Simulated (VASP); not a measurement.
Wanted: the native input for a VASP 6.6.1 run.

```yaml
Task: relaxation of cell and atoms
Functional: PBEsol
Potentials_or_basis: VASP PAW PBE potentials, release 64 (Hf_pv)
Cutoff: 600 eV
k_mesh: 15 × 15 × 9
Occupations: fermi-dirac, width 0.08 eV
Spin: no spin polarisation
Dipole_correction: no
Further_INCAR_settings: ALGO = Normal; EDIFF = 1e-07; IBRION = 2; EDIFFG = -0.005; NSW = 60; ISIF = 3
```

The structure of Hf lies in POSCAR:

```
Hf
1.0
    3.1354032498      0.0000000000      0.0000000000
   -1.5677016249      2.7153388654      0.0000000000
    0.0000000000      0.0000000000      5.0793532647
Hf
2
Direct
    0.3333333333      0.6666666667      0.2500000000
    0.6666666667      0.3333333333      0.7500000000
```

One way to write it, as run:

INCAR

```
PREC = Accurate
ENCUT = 600
EDIFF = 1E-7
ISMEAR = -1
SIGMA = 0.08
LREAL = False
LASPH = True
NELM = 80
ALGO = Normal
ISIF = 3
LWAVE = False
LCHARG = False
GGA = PS
IBRION = 2
NSW = 60
EDIFFG = -0.005
```

KPOINTS

```
regular mesh
0
Gamma
  15 15 9
```

Potentials or basis: VASP PAW PBE potentials, release 64 (Hf_pv).

Command:

```console
$ cat potpaw_PBE.64/Hf_pv/POTCAR > POTCAR
$ mpirun -np 1 vasp_std > vasp.out
```

Results of the run:

- Relaxed volume: 21.54 Å³/atom
- Relaxed cell: a = 3.156 Å, b = 3.156 Å, c = 4.994 Å, α = 90.00°, β = 90.00°, γ = 120.00°
- Space group after relaxing (to 0.05 Å): P6_3/mmc (No. 194)
- Energy gained by relaxing: 3.2 meV/atom
- Ionic steps: 5
- Pressure after relaxing: 0.0 GPa
- Band gap on the k mesh: zero (band 10 reaches 6.20 eV, above the bottom of band 11 at 4.67 eV)

Caveat: the PAW data sets were made with another functional, which shifts forces and pressure a little; spin-orbit coupling is left out, which moves the levels of the heavy elements.

Run time: 8.5 min on 1 thread of AMD EPYC 7R13 (shared host), peak memory 0.21 GiB.
